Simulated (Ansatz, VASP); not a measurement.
# Se in VASP and in Ansatz

File INCAR:

```
PREC     = Accurate       # precision mode
ENCUT    = 520            # plane-wave cutoff, eV
EDIFF    = 1E-6           # SCF threshold, eV
ISMEAR   = -1             # smearing method
SIGMA    = 0.03           # smearing width, eV
LREAL    = F              # projectors in reciprocal space
LASPH    = T              # aspherical terms in the spheres
NELM     = 60             # most SCF steps
ALGO     = Normal         # electronic algorithm
ISIF     = 2              # what is computed and relaxed
LWAVE    = F              # write WAVECAR
LCHARG   = F              # write CHGCAR
GGA      = PS             # functional
NBANDS   = 16             # bands
```

The input KPOINTS:

```
regular mesh
0
Gamma
  6 6 5
```

POSCAR

```
Se
1.0
    4.3661999489      0.0000000000      0.0000000000
   -2.1830999745      3.7812400738      0.0000000000
    0.0000000000      0.0000000000      5.1022080000
Se
3
Direct
    0.2254000000      0.0000000000      0.3333333333
    0.0000000000      0.2254000000      0.6666666667
    0.7746000000      0.7746000000      0.0000000000
```

Input for Ansatz:

```yaml
crystal:
  lattice:
    - [4.3661999489, 0.0, 0.0]
    - [-2.1830999745, 3.7812400738, 0.0]
    - [0.0, 0.0, 5.102208]
  atoms:
    - { symbol: Se, position: [0.2254, 0.0, 0.3333333333] }
    - { symbol: Se, position: [0.0, 0.2254, 0.6666666667] }
    - { symbol: Se, position: [0.7746, 0.7746, 0.0] }
kpoints:
  mp_grid: { grid: [6, 6, 5] }
  band_path:
    path:
      - [0.0, 0.0, 0.0]
      - [0.5, 0.0, 0.0]
      - [0.3333333333, 0.3333333333, 0.0]
      - [0.0, 0.0, 0.0]
      - [0.0, 0.0, 0.5]
      - [0.5, 0.0, 0.5]
      - [0.3333333333, 0.3333333333, 0.5]
      - [0.0, 0.0, 0.5]
      - [0.5, 0.0, 0.5]
    npoints: 5
scf:
  occupations: { method: fermi_dirac, width: 0.03 }
hamiltonian:
  xc: pbesol
  pseudopotentials: { kind: all_electron, lapw: { basis_error: 0.001 } }
output:
  forces: true
  stress: true
  eigenvalues: true
```

Change from the starting cell: zz strain of +3 %.

Alike in both runs: task single point; functional PBEsol; k mesh 6 × 6 × 5; occupations fermi-dirac, width 0.03 eV; no spin polarisation.

```csv
,VASP,Ansatz
version,VASP 6.6.1,Ansatz 0.2.0
potentials or method,"VASP PAW PBE potentials, release 64 (Se), cutoff 520 eV","all-electron LAPW, scalar-relativistic"
```

```tsv
	VASP	Ansatz	Ansatz less VASP
gap on the k mesh at the Fermi level (eV)	1.19	1.21	+0.017
pressure (GPa)	-1.8	-2.0	-0.16
traceless stress, the component that is largest in VASP (GPa)	-0.40	-0.47	-0.071
rms of the force components (eV/Å)	0.002	0.022	+0.0204
```

VASP's potentials were made for PBE, not for PBEsol. Atom by atom the forces differ by 0.024 eV/Å (rms over components). Ansatz ran all-electron here, and VASP with PAW potentials.
